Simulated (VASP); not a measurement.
# K3TeH (P4/mmm) in VASP: further runs

K3TeH is run at these levels: PBE; tasks: relaxation of cell and atoms.

All numbers are computed with VASP 6.6.1; they aren't measurements. Logs are shortened: lines on timing, memory, paths and dates and some standing lists are left out, and cuts for length are marked.

**1. The cell of the first run**

The structure is tetragonal, space group P4/mmm (No. 123). The conventional cell has a = 5.335 Å, b = 5.335 Å, c = 6.429 Å, α = 90.00°, β = 90.00°, γ = 90.00°. Within 3.5 Å of K (site symmetry mmm) lie 2 Te at 2.67 Å and 2 H at 2.67 Å. Within 4.2 Å of K (site symmetry 4/mmm) lie 2 H at 3.21 Å and 8 K at 4.18 Å. Within 3.5 Å of Te (site symmetry 4/mmm) lie 4 K at 2.67 Å. Within 3.5 Å of H (site symmetry 4/mmm) lie 6 K at 2.67 to 3.21 Å.

The cell was generated, and may not be a known phase.

**2. Relaxation of cell and atoms, PBE**

INCAR

```
ALGO     = Normal         # electronic algorithm
EDIFF    = 1E-6           # SCF threshold, eV
EDIFFG   = -0.04          # ionic threshold
ENCUT    = 600            # plane-wave cutoff, eV
GGA      = PE             # functional
IBRION   = 2              # ionic algorithm
ISIF     = 3              # what is computed and relaxed
ISMEAR   = 0              # smearing method
LASPH    = True           # aspherical terms in the spheres
LCHARG   = False          # write CHGCAR
LREAL    = False          # projectors in reciprocal space
LWAVE    = False          # write WAVECAR
NELM     = 80             # most SCF steps
NSW      = 90             # ionic steps
PREC     = Accurate       # precision mode
SIGMA    = 0.1            # smearing width, eV
```

KPOINTS

```
k-points
0
Gamma
  4 4 4
```

POSCAR

```
K3TeH
1.0
    5.3345815000      0.0000000000      0.0000000000
    0.0000000000      5.3345815000      0.0000000000
    0.0000000000      0.0000000000      6.4285418700
K Te H
3 1 1
Direct
    0.0000000000      0.5000000000      0.5000000000
    0.5000000000      0.0000000000      0.5000000000
    0.0000000000      0.0000000000      0.0000000000
    0.5000000000      0.5000000000      0.5000000000
    0.0000000000      0.0000000000      0.5000000000
```

Potentials or basis: VASP PAW PBE potentials, release 64 (K_sv, Te, H).

On the command line:

```
$ cat potpaw_PBE.64/K_sv/POTCAR potpaw_PBE.64/Te/POTCAR potpaw_PBE.64/H/POTCAR > POTCAR
$ mpirun -np 1 vasp_std > vasp.out
```

OUTCAR:

```text
EDIFF = 1E-6
   EDIFFG = -0.04
   ENCUT = 600
   GGA = PE
   IBRION = 2
   ISIF = 3
   ISMEAR = 0
   LASPH = True
   LREAL = False
   NELM = 80
   NSW = 90
   PREC = Accurate

 ion  position               nearest neighbor table
   1  0.000  0.500  0.500-   4 2.67   4 2.67   2 3.77   2 3.77   2 3.77   2 3.77
   2  0.500  0.000  0.500-   4 2.67   4 2.67   1 3.77   1 3.77   1 3.77   1 3.77
   3  0.000  0.000  0.000-
   4  0.500  0.500  0.500-   1 2.67   2 2.67   2 2.67   1 2.67
   5  0.000  0.000  0.500-

  LATTYP: Found a simple tetragonal cell.
 ALAT       =     5.3345815000
 C/A-ratio  =     1.2050695767

  Lattice vectors:

 A1 = (   5.3345815000,   0.0000000000,   0.0000000000)
 A2 = (   0.0000000000,   5.3345815000,   0.0000000000)
 A3 = (   0.0000000000,   0.0000000000,   6.4285418700)

Analysis of symmetry for initial positions (statically):
=====================================================================
 Subroutine PRICEL returns:
 Original cell was already a primitive cell.

 Routine SETGRP: Setting up the symmetry group for a
 simple tetragonal supercell.

 Subroutine GETGRP returns: Found 16 space group operations
 (whereof 16 operations were pure point group operations)
 out of a pool of 16 trial point group operations.

The static configuration has the point symmetry D_4h.

Analysis of symmetry for dynamics (positions and initial velocities):
=====================================================================
 Subroutine PRICEL returns:
 Original cell was already a primitive cell.

 Routine SETGRP: Setting up the symmetry group for a
 simple tetragonal supercell.

 Subroutine GETGRP returns: Found 16 space group operations
 (whereof 16 operations were pure point group operations)
 out of a pool of 16 trial point group operations.

The dynamic configuration has the point symmetry D_4h.

 Subroutine INISYM returns: Found 16 space group operations
 (whereof 16 operations are pure point group operations),
 and found     1 'primitive' translations

----------------------------------------------------------------------------------------

                                     Primitive cell

  volume of cell :     182.9419

  direct lattice vectors                    reciprocal lattice vectors
     5.334581500  0.000000000  0.000000000     0.187456129  0.000000000  0.000000000
     0.000000000  5.334581500  0.000000000     0.000000000  0.187456129  0.000000000
     0.000000000  0.000000000  6.428541870     0.000000000  0.000000000  0.155556271

  length of vectors
     5.334581500  5.334581500  6.428541870     0.187456129  0.187456129  0.155556271

  position of ions in fractional coordinates (direct lattice)
     0.000000000  0.500000000  0.500000000
     0.500000000  0.000000000  0.500000000
     0.000000000  0.000000000  0.000000000
     0.500000000  0.500000000  0.500000000
     0.000000000  0.000000000  0.500000000

  ion indices of the primitive-cell ions
   primitive index   ion index
                 1           1
                 2           2
                 3           3
                 4           4
                 5           5

----------------------------------------------------------------------------------------

 KPOINTS: k-points

Automatic generation of k-mesh.
 Grid dimensions read from file:
 generate k-points for:    4    4    4

 Generating k-lattice:

  Cartesian coordinates                     Fractional coordinates (reciprocal lattice)
     0.046864032  0.000000000  0.000000000     0.250000000  0.000000000  0.000000000
     0.000000000  0.046864032  0.000000000     0.000000000  0.250000000  0.000000000
     0.000000000  0.000000000  0.038889068     0.000000000  0.000000000  0.250000000

  Length of vectors
     0.046864032  0.046864032  0.038889068

  Shift w.r.t. Gamma in fractional coordinates (k-lattice)
     0.000000000  0.000000000  0.000000000

 Subroutine IBZKPT returns following result:
 ===========================================

 Found     18 irreducible k-points:

 Following reciprocal coordinates:
            Coordinates               Weight
  0.000000  0.000000  0.000000      1.000000
  0.250000  0.000000  0.000000      4.000000
  0.500000  0.000000  0.000000      2.000000
  0.250000  0.250000  0.000000      4.000000
  0.500000  0.250000  0.000000      4.000000
  0.500000  0.500000  0.000000      1.000000
[... 10 lines left out ...]
  0.500000  0.250000  0.500000      4.000000
  0.500000  0.500000  0.500000      1.000000
   k-points           NKPTS =     18   k-points in BZ     NKDIM =     18   number of bands    NBANDS=     21
   number of dos      NEDOS =    301   number of ions     NIONS =      5
   total plane-waves  NPLWV = 124416
   dimension x,y,z NGX =    48 NGY =   48 NGZ =   54
   dimension x,y,z NGXF=    96 NGYF=   96 NGZF=  108
   ions per type =               3   1   1
   NGX,Y,Z   is equivalent  to a cutoff of  14.96, 14.96, 13.96 a.u.
   NGXF,Y,Z  is equivalent  to a cutoff of  29.92, 29.92, 27.93 a.u.
 SYSTEM =  unknown system
   PREC   = accura    normal or accurate (medium, high low for compatibility)
   ISTART =      0    job   : 0-new  1-cont  2-samecut
   ICHARG =      2    charge: 1-file 2-atom 10-const
   ISPIN  =      1    spin polarized calculation?
   LNONCOLLINEAR =      F non collinear calculations
   LSORBIT =      F    spin-orbit coupling
   LASPH  =      T    aspherical Exc in radial PAW
   ENCUT  =  600.0 eV  44.10 Ry    6.64 a.u.  10.65 10.65 12.84*2*pi/ulx,y,z
   NELM   =     80;   NELMIN=  2; NELMDL= -5     # of ELM steps
   EDIFF  = 0.1E-05   stopping-criterion for ELM
   LREAL  =      F    real-space projection
   EDIFFG = -.4E-01   stopping-criterion for IOM
   NSW    =     90    number of steps for IOM
   IBRION =      2    ionic relax: 0-MD 1-quasi-New 2-CG
   NFREE  =      1    steps in history (QN), initial steepest desc. (CG)
   ISIF   =      3    stress and relaxation
   ISYM   =      2    0-nonsym 1-usesym 2-fastsym
   POTIM  = 0.5000    time-step for ionic-motion
   TEBEG  =    0.0;   TEEND  =   0.0 temperature during run
   PSTRESS=    0.0 pullay stress
   NELECT =      34.0000    total number of electrons
   NUPDOWN=      -1.0000    fix difference up-down
   EMIN   =  10.00;   EMAX   =-10.00  energy-range for DOS
   EFERMI =   0.00;   METHOD = LEGACY
   ISMEAR =     0;   SIGMA  =   0.10  broadening in eV -4-tet -1-fermi 0-gaus
   EFERMI_NEDOS =   21; number of points for ismear=-14 and -15
   IALGO  =     38    algorithm
   IMIX   =      4    mixing-type and parameters
     AMIX     =   0.40;   BMIX     =  1.00
     AMIX_MAG =   1.60;   BMIX_MAG =  1.00
  volume/ion in A,a.u.               =      36.59       246.91
  Fermi-wavevector in a.u.,A,eV,Ry     =   0.934251  1.765478 11.875495  0.872824
  Thomas-Fermi vector in A             =   2.061036
   LORBIT       =      0    0 simple, 1 ext, 2 COOP (PROOUT), +10 PAW based schemes
   GGA     = PE    functional components
   LHFCALC =     F    Hartree Fock is set to
   AEXX    =    0.0000 exact exchange contribution
   IVDW    =     0    specifies the selected vdW correction
   LEPSILON=     F    determine dielectric tensor
   LRPA    =     F    only Hartree local field effects (RPA)
 conjugate gradient relaxation of ions
 non-spin polarized calculation
 Gauss-broadening in eV      SIGMA  =   0.10
  energy-cutoff  :      600.00
  volume of cell :      182.94
 maximum number of plane-waves:      6134
 NGX is ok and might be reduce to    48
   NGX = 21   NGY = 21   NGZ = 25

--------------------------------------- Ionic step        1  -------------------------------------------

 number of electron      33.9999998 magnetization

 Free energy of the ion-electron system (eV)
  ---------------------------------------------------
  ext. energy  EPLUGINS =         0.00000000
  ---------------------------------------------------
  free energy    TOTEN  =        -7.81677043 eV

  energy without entropy =       -7.80556402  energy(sigma->0) =       -7.81116723

------------------------ aborting loop because EDIFF is reached ----------------------------------------

  FORCE on cell =-STRESS in cart. coord.  units (eV):
  Direction    XX          YY          ZZ          XY          YZ          ZX
  --------------------------------------------------------------------------------------
  -------------------------------------------------------------------------------------
  Total       20.6418829     20.6418829     -1.9700730      0.0000000      0.0000000      0.0000000
  in kB      180.7784698    180.7784698    -17.2536000      0.0000000      0.0000000      0.0000000
  external PRESSURE =     114.7677798 kB  Pullay stress =       0.0000000 kB
[... 98 lines left out ...]
  FREE ENERGIE OF THE ION-ELECTRON SYSTEM (eV)
  ---------------------------------------------------
  free  energy   TOTEN  =       -11.4052399609 eV

  energy  without entropy=      -11.4052399609  energy(sigma->0) =      -11.40523996

 E-fermi :  -0.2212     XC(G=0):  -5.6681

 val. band max:       -0.6804003206   @ k =   0.0000   0.0000   0.0000
 cond. band min:       0.4801262367   @ k =   0.0000   0.0000   0.0000
 fundamental gap:      1.1605265573
 Fermi energy:        -0.2212227060

 k-point     1 :       0.0000    0.0000    0.0000
  band No.  band energies     occupation
      1     -32.8240      2.00000
      2     -30.9036      2.00000
      3     -30.8998      2.00000
      4     -16.3383      2.00000
      5     -16.3383      2.00000
      6     -16.1715      2.00000
[... 406 lines left out ...]
      5     -16.3387      2.00000
      6     -16.1743      2.00000
[... 13 lines left out ...]
     20       1.8664      0.00000
     21       2.6819      0.00000

[... ionic steps 4 to 8 ...]

--------------------------------------- Ionic step        9  -------------------------------------------

 number of electron      34.0000004 magnetization

------------------------ aborting loop because EDIFF is reached ----------------------------------------

  FORCE on cell =-STRESS in cart. coord.  units (eV):
  Direction    XX          YY          ZZ          XY          YZ          ZX
  --------------------------------------------------------------------------------------
  -------------------------------------------------------------------------------------
  Total        0.1146319      0.1146319      1.5495250      0.0000000      0.0000000      0.0000000
  in kB        0.8486376      0.8486376     11.4713756      0.0000000      0.0000000      0.0000000
  external PRESSURE =       4.3895503 kB  Pullay stress =       0.0000000 kB
[... 63 lines left out ...]
  energy  without entropy=      -11.5821458188  energy(sigma->0) =      -11.58214582

--------------------------------------- Ionic step       11  -------------------------------------------

 number of electron      34.0000006 magnetization

 Free energy of the ion-electron system (eV)
  ---------------------------------------------------
  ext. energy  EPLUGINS =         0.00000000
  ---------------------------------------------------
  free energy    TOTEN  =       -11.58412520 eV

  energy without entropy =      -11.58412520  energy(sigma->0) =      -11.58412520

 E-fermi :   0.4623     XC(G=0):  -6.1105

 val. band max:       -0.0629351356   @ k =   0.0000   0.0000   0.0000
 cond. band min:       0.9064460173   @ k =   0.0000   0.0000   0.0000
 fundamental gap:      0.9693811529
 Fermi energy:         0.4623377370

 k-point     1 :       0.0000    0.0000    0.0000
  band No.  band energies     occupation
      1     -31.9988      2.00000
      2     -30.7116      2.00000
      3     -30.7079      2.00000
      4     -15.5503      2.00000
      5     -15.5503      2.00000
      6     -15.3285      2.00000
[... 453 lines left out ...]
  FREE ENERGIE OF THE ION-ELECTRON SYSTEM (eV)
  ---------------------------------------------------
  free  energy   TOTEN  =       -11.5841251965 eV

  energy  without entropy=      -11.5841251965  energy(sigma->0) =      -11.58412520

 reached required accuracy - stopping structural energy minimisation
```

It took 17 min on 1 thread of Oxide Virtual Turin-like, shared host; peak memory 0.39 GiB.

What came out:

* Free energy: -11.5841 eV
* Relaxed volume: 46.27 Å³/atom
* Relaxed cell: a = 6.544 Å, b = 6.544 Å, c = 5.402 Å, α = 90.00°, β = 90.00°, γ = 90.00°
* Space group after relaxing (to 0.1 Å): P4/mmm (No. 123)
* Energy gained by relaxing: 753.5 meV/atom
* Ionic steps: 11
* Pressure after relaxing: 0.0 GPa
* Band gap on the k mesh: 0.97 eV

Step by step:
| step | energy change (eV) | largest force (eV/Å) | pressure (GPa) | volume (Å³) |
| --- | --- | --- | --- | --- |
| 1 | 0.0000 | 0.0000 | 11.48 | 182.94 |
| 2 | -3.5602 | 0.0000 | 0.15 | 258.07 |
| 3 | -3.5885 | 0.0000 | -0.15 | 264.28 |
| 4 | -3.5921 | 0.0000 | -0.64 | 276.89 |
| 5 | -3.5984 | 0.0000 | -0.44 | 271.20 |
| 6 | -3.5977 | 0.0000 | -0.37 | 269.29 |
| 7 | -3.6355 | 0.0000 | -0.34 | 264.00 |
| 8 | -3.7268 | 0.0000 | -0.21 | 248.14 |
| 9 | -3.7180 | 0.0000 | 0.44 | 216.42 |
| 10 | -3.7654 | 0.0000 | -0.02 | 234.95 |
| 11 | -3.7674 | 0.0000 | 0.04 | 231.35 |

Final structure:
```
K Te H
1.0
     6.54408    0.00000    0.00000
     0.00000    6.54408    0.00000
     0.00000    0.00000    5.40227
K Te H
3 1 1
Direct
  0.00000 0.50000 0.50000
  0.50000 0.00000 0.50000
  0.00000 0.00000 0.00000
  0.50000 0.50000 0.50000
  0.00000 0.00000 0.50000
```

Levels at points of the mesh, in eV from the valence-band top:
| k point | band 14 | band 15 | band 16 | band 17 | band 18 | band 19 | band 20 | band 21 |
| --- | --- | --- | --- | --- | --- | --- | --- | --- |
| (0.00, 0.00, 0.00) | -2.42 | -0.54 | -0.54 | 0.00 | 0.97 | 2.40 | 3.38 | 4.13 |
| (0.50, 0.00, 0.00) | -2.43 | -0.96 | -0.58 | -0.05 | 1.36 | 1.94 | 3.02 | 4.59 |
| (0.50, 0.50, 0.00) | -2.17 | -1.28 | -1.28 | -0.10 | 2.23 | 2.23 | 2.81 | 3.13 |
| (0.00, 0.00, 0.50) | -1.92 | -0.92 | -0.42 | -0.42 | 1.80 | 3.15 | 3.15 | 3.38 |
| (0.50, 0.00, 0.50) | -1.95 | -0.82 | -0.77 | -0.44 | 1.24 | 2.55 | 3.14 | 3.22 |
| (0.50, 0.50, 0.50) | -1.69 | -1.10 | -1.10 | -0.83 | 1.79 | 2.42 | 2.42 | 3.09 |

Caveat: the volume moved by over 15 % at a fixed basis, so the end points are rough; spin-orbit coupling is left out, which moves the levels of the heavy elements. A k mesh can miss the band edges.

**3. Relaxation of cell and atoms, PBE**

This run uses another cell than the first one, of 45.53 Å³/atom.

INCAR

```
SYSTEM = K3TeH
  ALGO = Normal
  EDIFF = 1E-7
  EDIFFG = -0.01
  ENCUT = 600
  GGA = PE
  IBRION = 2
  ISIF = 3
  ISMEAR = 0
  LASPH = .True.
  LCHARG = .False.
  LREAL = .False.
  LWAVE = .False.
  NELM = 100
  NSW = 100
  PREC = Accurate
  SIGMA = 0.02
```

KPOINTS

```
k-points
0
Gamma
  4 4 6
  0 0 0
```

POSCAR, as its differences from that of step 2:

```diff
@@ -2,5 +2,5 @@
 1.0
-    5.3345815000      0.0000000000      0.0000000000
-    0.0000000000      5.3345815000      0.0000000000
-    0.0000000000      0.0000000000      6.4285418700
+    6.4987812559      0.0000000000      0.0000000000
+    0.0000000000      6.4987812559      0.0000000000
+    0.0000000000      0.0000000000      5.3904775018
 K Te H
```

Potentials or basis: VASP PAW PBE potentials, release 64 (K_sv, Te, H).

On the command line:

```
$ cat potpaw_PBE.64/K_sv/POTCAR potpaw_PBE.64/Te/POTCAR potpaw_PBE.64/H/POTCAR > POTCAR
$ mpirun -np 1 vasp_std > vasp.out
```

It took 7.6 min on 1 thread of Oxide Virtual Turin-like, shared host; peak memory 0.44 GiB.

It converged, with:

```yaml
Free_energy: -11.5965 eV
Relaxed_volume: 46.45 Å³/atom
Relaxed_cell: a = 6.562 Å, b = 6.562 Å, c = 5.394 Å, α = 90.00°, β = 90.00°, γ = 90.00°
Space_group_after_relaxing_to_0.1_Å: P4/mmm (No. 123)
Energy_gained_by_relaxing: 0.9 meV/atom
Ionic_steps: 3
Pressure_after_relaxing: 0.0 GPa
Band_gap_on_the_k_mesh: 0.96 eV
```

Step by step:
| step | energy change (eV) | largest force (eV/Å) | pressure (GPa) | volume (Å³) |
| --- | --- | --- | --- | --- |
| 1 | 0.0000 | 0.0000 | 0.25 | 227.66 |
| 2 | -0.0036 | 0.0000 | 0.12 | 229.96 |
| 3 | -0.0047 | 0.0000 | 0.00 | 232.23 |

Final structure:
```xyz
5
Lattice="6.5616 0.0000 0.0000 0.0000 6.5616 0.0000 0.0000 0.0000 5.3939" Properties=species:S:1:pos:R:3 pbc="T T T"
K     0.0000    3.2808    2.6969
K     3.2808    0.0000    2.6969
K     0.0000    0.0000    0.0000
Te    3.2808    3.2808    2.6969
H     0.0000    0.0000    2.6969
```

Levels at points of the mesh, in eV from the valence-band top:
```
           k point  band 14  band 15  band 16  band 17  band 18  band 19  band 20  band 21
(0.00, 0.00, 0.00)    -2.43    -0.56    -0.56     0.00     0.96     2.38     3.36     3.96
(0.50, 0.00, 0.00)    -2.44    -0.97    -0.59    -0.05     1.34     1.93     3.00     4.18
(0.50, 0.50, 0.00)    -2.18    -1.29    -1.29    -0.10     2.21     2.21     2.79     3.12
(0.00, 0.00, 0.50)    -1.92    -0.93    -0.43    -0.43     1.79     3.13     3.13     3.36
(0.50, 0.00, 0.50)    -1.96    -0.83    -0.78    -0.45     1.23     2.53     3.12     3.20
(0.50, 0.50, 0.50)    -1.70    -1.11    -1.11    -0.83     1.78     2.40     2.40     3.07
```

Caveat: spin-orbit coupling is left out, which moves the levels of the heavy elements.
